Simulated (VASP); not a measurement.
# Be (Fd-3m) in VASP: further runs, part 3 of 3

VASP 6.6.1.

## Step 6: Single point, PBE

This run uses another cell than the first one, of 14.70 Å³/atom, 0.962 times its volume.

INCAR reads:

```
PREC = Accurate ; ENCUT = 520
EDIFF = 1E-6 ; ISMEAR = -1
SIGMA = 0.1 ; LREAL = False
LASPH = True ; NELM = 100
ALGO = Normal ; ISIF = 2
LWAVE = False ; LCHARG = True
GGA = PE ; LELF = True
LVHAR = True ; NBANDS = 9
```

KPOINTS reads:

```
Automatic mesh
0
Gamma
  18 18 18
```

POSCAR reads:

```
Be
1.0
    0.0000000000      2.4494676805      2.4494676805
    2.4494676805      0.0000000000      2.4494676805
    2.4494676805      2.4494676805      0.0000000000
Be
2
Direct
    0.1250000000      0.1250000000      0.1250000000
    0.8750000000      0.8750000000      0.8750000000
```

Potentials or basis: VASP PAW PBE potentials, release 64 (Be).

Run with:

```console
$ cat potpaw_PBE.64/Be/POTCAR > POTCAR
$ mpirun -np 1 vasp_std > vasp.out
```

OUTCAR:

```text
PREC = Accurate
   ENCUT = 520
   EDIFF = 1E-6
   ISMEAR = -1
   LREAL = False
   LASPH = True
   NELM = 100
   ISIF = 2
   GGA = PE

 ion  position               nearest neighbor table
   1  0.125  0.125  0.125-   2 2.12   2 2.12   2 2.12   2 2.12
   2  0.875  0.875  0.875-   1 2.12   1 2.12   1 2.12   1 2.12

  LATTYP: Found a face centered cubic cell.
 ALAT       =     4.8989353610

  Lattice vectors:

 A1 = (   0.0000000000,   2.4494676805,   2.4494676805)
 A2 = (   2.4494676805,   0.0000000000,   2.4494676805)
 A3 = (   2.4494676805,   2.4494676805,   0.0000000000)

Analysis of symmetry for initial positions (statically):
=====================================================================
 Subroutine PRICEL returns:
 Original cell was already a primitive cell.

 Routine SETGRP: Setting up the symmetry group for a
 face centered cubic supercell.

 Subroutine GETGRP returns: Found 48 space group operations
 (whereof 12 operations were pure point group operations)
 out of a pool of 48 trial point group operations.

The static configuration has the point symmetry D_3d.
 The point group associated with its full space group is O_h .

Analysis of symmetry for dynamics (positions and initial velocities):
=====================================================================
 Subroutine PRICEL returns:
 Original cell was already a primitive cell.

 Routine SETGRP: Setting up the symmetry group for a
 face centered cubic supercell.

 Subroutine GETGRP returns: Found 48 space group operations
 (whereof 12 operations were pure point group operations)
 out of a pool of 48 trial point group operations.

The dynamic configuration has the point symmetry D_3d.
 The point group associated with its full space group is O_h .

 Subroutine INISYM returns: Found 48 space group operations
 (whereof 12 operations are pure point group operations),
 and found     1 'primitive' translations

----------------------------------------------------------------------------------------

                                     Primitive cell

  volume of cell :      29.3931

  direct lattice vectors                    reciprocal lattice vectors
     0.000000000  2.449467681  2.449467681    -0.204125984  0.204125984  0.204125984
     2.449467681  0.000000000  2.449467681     0.204125984 -0.204125984  0.204125984
     2.449467681  2.449467681  0.000000000     0.204125984  0.204125984 -0.204125984

  length of vectors
     3.464070414  3.464070414  3.464070414     0.353556575  0.353556575  0.353556575

  position of ions in fractional coordinates (direct lattice)
     0.125000000  0.125000000  0.125000000
     0.875000000  0.875000000  0.875000000

  ion indices of the primitive-cell ions
   primitive index   ion index
                 1           1
                 2           2

----------------------------------------------------------------------------------------

 KPOINTS: Automatic mesh

Automatic generation of k-mesh.
 Grid dimensions read from file:
 generate k-points for:   18   18   18

 Generating k-lattice:

  Cartesian coordinates                     Fractional coordinates (reciprocal lattice)
    -0.011340332  0.011340332  0.011340332     0.055555556  0.000000000  0.000000000
     0.011340332 -0.011340332  0.011340332     0.000000000  0.055555556  0.000000000
     0.011340332  0.011340332 -0.011340332     0.000000000  0.000000000  0.055555556

  Length of vectors
     0.019642032  0.019642032  0.019642032

  Shift w.r.t. Gamma in fractional coordinates (k-lattice)
     0.000000000  0.000000000  0.000000000

 Subroutine IBZKPT returns following result:
 ===========================================

 Found    195 irreducible k-points:

 Following reciprocal coordinates:
            Coordinates               Weight
  0.000000  0.000000  0.000000      1.000000
  0.055556  0.000000  0.000000      8.000000
  0.111111  0.000000  0.000000      8.000000
  0.166667  0.000000  0.000000      8.000000
  0.222222  0.000000  0.000000      8.000000
  0.277778  0.000000  0.000000      8.000000
[... 16 lines left out ...]
 -0.277778  0.055556  0.000000     24.000000
 -0.222222  0.055556  0.000000     24.000000
 [... further k-points ...]
   k-points           NKPTS =    195   k-points in BZ     NKDIM =    195   number of bands    NBANDS=      9
   number of dos      NEDOS =    301   number of ions     NIONS =      2
   total plane-waves  NPLWV =  21952
   dimension x,y,z NGX =    28 NGY =   28 NGZ =   28
   dimension x,y,z NGXF=    56 NGYF=   56 NGZF=   56
   ions per type =               2
   NGX,Y,Z   is equivalent  to a cutoff of  13.44, 13.44, 13.44 a.u.
   NGXF,Y,Z  is equivalent  to a cutoff of  26.88, 26.88, 26.88 a.u.
 SYSTEM =  unknown system
   PREC   = accura    normal or accurate (medium, high low for compatibility)
   ISTART =      0    job   : 0-new  1-cont  2-samecut
   ICHARG =      2    charge: 1-file 2-atom 10-const
   ISPIN  =      1    spin polarized calculation?
   LNONCOLLINEAR =      F non collinear calculations
   LSORBIT =      F    spin-orbit coupling
   LASPH  =      T    aspherical Exc in radial PAW
   ENCUT  =  520.0 eV  38.22 Ry    6.18 a.u.   6.44  6.44  6.44*2*pi/ulx,y,z
   NELM   =    100;   NELMIN=  2; NELMDL= -5     # of ELM steps
   EDIFF  = 0.1E-05   stopping-criterion for ELM
   LREAL  =      F    real-space projection
   EDIFFG = 0.1E-04   stopping-criterion for IOM
   NSW    =      0    number of steps for IOM
   IBRION =     -1    ionic relax: 0-MD 1-quasi-New 2-CG
   NFREE  =      0    steps in history (QN), initial steepest desc. (CG)
   ISIF   =      2    stress and relaxation
   ISYM   =      2    0-nonsym 1-usesym 2-fastsym
   POTIM  = 0.5000    time-step for ionic-motion
   TEBEG  =    0.0;   TEEND  =   0.0 temperature during run
   PSTRESS=    0.0 pullay stress
   NELECT =       4.0000    total number of electrons
   NUPDOWN=      -1.0000    fix difference up-down
   EMIN   =  10.00;   EMAX   =-10.00  energy-range for DOS
   EFERMI =   0.00;   METHOD = LEGACY
   ISMEAR =    -1;   SIGMA  =   0.10  broadening in eV -4-tet -1-fermi 0-gaus
   EFERMI_NEDOS =   21; number of points for ismear=-14 and -15
   IALGO  =     38    algorithm
   IMIX   =      4    mixing-type and parameters
     AMIX     =   0.40;   BMIX     =  1.00
     AMIX_MAG =   1.60;   BMIX_MAG =  1.00
  volume/ion in A,a.u.               =      14.70        99.18
  Fermi-wavevector in a.u.,A,eV,Ry     =   0.842067  1.591275  9.647567  0.709076
  Thomas-Fermi vector in A             =   1.956713
   LORBIT       =      0    0 simple, 1 ext, 2 COOP (PROOUT), +10 PAW based schemes
   GGA     = PE    functional components
   LHFCALC =     F    Hartree Fock is set to
   AEXX    =    0.0000 exact exchange contribution
   IVDW    =     0    specifies the selected vdW correction
   LEPSILON=     F    determine dielectric tensor
   LRPA    =     F    only Hartree local field effects (RPA)
 non-spin polarized calculation
  energy-cutoff  :      520.00
  volume of cell :       29.39
 maximum number of plane-waves:       809
 NGX is ok and might be reduce to    28
   NGX = 13   NGY = 13   NGZ = 13

 number of electron       4.0000000 magnetization

 Free energy of the ion-electron system (eV)
  ---------------------------------------------------
  ext. energy  EPLUGINS =         0.00000000
  ---------------------------------------------------
  free energy    TOTEN  =        -4.27910761 eV

  energy without entropy =       -4.24805484  energy(sigma->0) =       -4.26358122

 E-fermi :   1.7860     XC(G=0):  -8.5442

 val. band max:        1.7756351366   @ k =  -0.3889   0.3333   0.1111
 cond. band min:       1.8096644797   @ k =  -0.4444   0.4444   0.0000
 fundamental gap:      0.0340293431
 Fermi energy:         1.7859844800

 k-point     1 :       0.0000    0.0000    0.0000
  band No.  band energies     occupation
      1      -5.5072      2.00000
      2       6.5409      0.00000
      3       6.5409      0.00000
      4       6.5409      0.00000
      5       9.0717      0.00000
      6       9.0717      0.00000
      7       9.0717      0.00000
      8      15.7780      0.00000
      9      16.1392      0.00000
[... 265 lines left out ...]
 k-point    24 :      -0.2222    0.0556    0.0000
  band No.  band energies     occupation
      1      -4.5965      2.00000
      2       2.7450      0.00014
      3       4.9373      0.00000
      4       5.7019      0.00000
      5      10.1099      0.00000
      6      10.6818      0.00000
      7      11.2652      0.00000
      8      14.2894      0.00000
      9      15.3733      0.00000

 [... further k-points ...]
[... 5 lines left out ...]
  --------------------------------------------------------------------------------------
  -------------------------------------------------------------------------------------
  Total        0.0049685      0.0049685      0.0049685      0.0000000      0.0000000      0.0000000
  in kB        0.2708247      0.2708247      0.2708247      0.0000000      0.0000000      0.0000000
  external PRESSURE =       0.2708247 kB  Pullay stress =       0.0000000 kB

 VOLUME and BASIS-vectors are now :
 -----------------------------------------------------------------------------
  energy-cutoff  :      520.00
  volume of cell :       29.39
      direct lattice vectors                 reciprocal lattice vectors
     0.000000000  2.449467681  2.449467681    -0.204125984  0.204125984  0.204125984
     2.449467681  0.000000000  2.449467681     0.204125984 -0.204125984  0.204125984
     2.449467681  2.449467681  0.000000000     0.204125984  0.204125984 -0.204125984

 POSITION                                       TOTAL-FORCE (eV/Angst)
 -----------------------------------------------------------------------------------
      0.61237      0.61237      0.61237         0.000000     -0.000000     -0.000000
      4.28657      4.28657      4.28657        -0.000000      0.000000      0.000000
 -----------------------------------------------------------------------------------
    total drift:                               -0.000000     -0.000000     -0.000000

  FREE ENERGIE OF THE ION-ELECTRON SYSTEM (eV)
  ---------------------------------------------------
  free  energy   TOTEN  =        -4.2791076051 eV

  energy  without entropy=       -4.2480548421  energy(sigma->0) =       -4.26358122
```

OSZICAR:

```text
N       E                     dE             d eps       ncg     rms          rms(c)
DAV:   1    -0.725424517618E+00   -0.72542E+00   -0.14535E+03  3510   0.338E+02
DAV:   2    -0.425339227388E+01   -0.35280E+01   -0.33572E+01  5214   0.378E+01
DAV:   3    -0.431233471951E+01   -0.58942E-01   -0.58739E-01  4415   0.375E+00
DAV:   4    -0.431242299178E+01   -0.88272E-04   -0.88264E-04  4973   0.156E-01
DAV:   5    -0.431242303118E+01   -0.39401E-07   -0.39564E-07  4330   0.290E-03    0.823E-01
DAV:   6    -0.428900188843E+01    0.23421E-01   -0.69735E-03  5043   0.525E-01    0.496E-01
DAV:   7    -0.427909316932E+01    0.99087E-02   -0.10927E-02  5163   0.628E-01    0.275E-02
DAV:   8    -0.427911143476E+01   -0.18265E-04   -0.11441E-04  4033   0.631E-02    0.949E-03
DAV:   9    -0.427910782651E+01    0.36083E-05   -0.94035E-06  4069   0.230E-02    0.205E-03
DAV:  10    -0.427910760508E+01    0.22143E-06   -0.19529E-07  3093   0.333E-03
   1 F= -.42791076E+01 E0= -.42635812E+01  d E =-.310528E-01
```

It took 25 s on 1 thread of AMD EPYC 9R45 (Zen 5), shared host; peak memory 0.15 GiB.

What came out:

```
Free energy            : -4.2791 eV
Pressure               : 0.0 GPa
Band gap on the k mesh : zero (band 2 reaches 6.54 eV, above the bottom of band 3 at 0.34 eV)
```

Levels at points of the mesh, in eV from the Fermi level:
```csv
k point,band 1,band 2,band 3,band 4,band 5
"(0.00, 0.00, 0.00)",-7.29,4.75,4.75,4.75,7.29
"(0.50, 0.00, 0.00)",-3.68,-3.50,3.02,3.02,8.45
"(0.50, 0.50, 0.00)",-2.41,-2.41,0.73,0.73,6.19
```

## Step 7: Summary

```csv
task,cell,k mesh,cutoff (eV),gap on the mesh (eV),pressure (GPa)
single point,"a = 3.510 Å, angles 60.0°, 2 atoms",13 × 13 × 13,520,none,-1.6
single point,"a = 3.554 Å, angles 60.0°, 2 atoms",13 × 13 × 13,520,none,-3.0
single point,"a = 3.597 Å, angles 60.0°, 2 atoms",13 × 13 × 13,520,none,-4.1
relaxation of cell and atoms,"relaxed from a = 3.141 Å, angles 60.0°, 2 atoms",12 × 12 × 12,600,none,0.0
single point,"a = 3.464 Å, angles 60.0°, 2 atoms",18 × 18 × 18,520,none,0.0
```

Alike in all rows: level PBE; potentials or basis VASP PAW PBE potentials, release 64 (Be); no spin polarisation; smearing fermi-dirac 0.1 eV.

Caveats: the volume moved by over 15 % at a fixed basis, so the end points are rough (some runs).

Absolute energies hang on the potentials; compare differences alone.
